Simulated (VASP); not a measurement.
## As2Se: single point with PBEsol

As2Se:

```xyz
6
Lattice="-3.3715 3.3715 2.6045 3.3715 -3.3715 2.6045 3.3715 3.3715 -2.6045" Properties=species:S:1:pos:R:3 pbc="T T T"
As    0.0000    5.0572    0.6511
As    0.0000    1.6857    0.6511
As    1.6857    3.3715    1.9533
As   -1.6857    3.3715    1.9533
Se    0.0000    0.0000    2.6045
Se    3.3715    0.0000    1.3022
```

This cell differs from its parent crystal: volume scaled by 0.94, then relaxed in part.

```json
{
  "Program": "VASP 6.6.1",
  "Task": "single point",
  "Functional": "PBEsol",
  "Potentials or basis": "VASP PAW PBE potentials, release 64 (As, Se)",
  "Cutoff": "520 eV",
  "k mesh": "8 × 8 × 8",
  "Occupations": "gaussian, width 0.1 eV",
  "Spin": "no spin polarisation"
}
```

```yaml
Pressure: 5.5 GPa
Band_gap_on_the_k_mesh: zero (band 16 reaches 6.17 eV, above the bottom of band 17 at 5.72 eV)
```

Stress tensor (GPa, compression positive):
```
5.42 0.00 0.00
0.00 5.42 0.00
0.00 0.00 5.56
```

Levels at points of the mesh, in eV from the Fermi level:
| k point | band 13 | band 14 | band 15 | band 16 | band 17 | band 18 | band 19 | band 20 |
| --- | --- | --- | --- | --- | --- | --- | --- | --- |
| (0.00, 0.00, 0.00) | -3.25 | -3.08 | -3.08 | -0.87 | 2.64 | 3.13 | 3.34 | 3.34 |
| (0.50, 0.00, 0.00) | -1.94 | -1.56 | -0.58 | -0.17 | 0.18 | 0.37 | 1.72 | 2.47 |
| (0.50, 0.50, 0.00) | -1.61 | -1.61 | -1.30 | -1.30 | -0.09 | -0.09 | 1.94 | 1.94 |
| (0.50, 0.50, 0.50) | -0.89 | -0.89 | -0.34 | -0.34 | 0.58 | 0.58 | 0.66 | 0.66 |

Run time: 3.5 min on 1 thread of AMD EPYC 7R13, with other jobs on the host, peak memory 0.31 GiB.

Caveat: the PAW data sets were made with another functional, which shifts forces and pressure a little.
